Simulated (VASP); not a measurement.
The system is MgO.

```
CELL_PARAMETERS angstrom
0.06321 2.16537 2.16537
2.16537 0.06321 2.16537
2.16537 2.16537 0.06321
ATOMIC_POSITIONS crystal
Mg 0.00000 0.00000 0.00000
O 0.50000 0.50000 0.50000
```

This cell differs from its parent crystal: strain along [111] +4.5%.

Base run:

```yaml
Program: VASP 6.6.1
Functional: r2SCAN
Potentials_or_basis: VASP PAW PBE potentials, release 64 (Mg, O)
Cutoff: 520 eV
k_mesh: 10 × 10 × 10
Occupations: gaussian, width 0.01 eV
Spin: no spin polarisation
```

Its results: band gap on the k mesh 5.07 eV, direct; pressure -7.8 GPa.

Task: The run is repeated on the same cell with these changes: functional from r2SCAN to PBE; occupations from gaussian, width 0.01 eV to fermi-dirac, width 0.02 eV. What comes out?

Result: Band gap on the k mesh 4.21 eV, direct; pressure -2.0 GPa.

Caveats: the PAW data sets were made with another functional, which shifts forces and pressure a little (some runs).

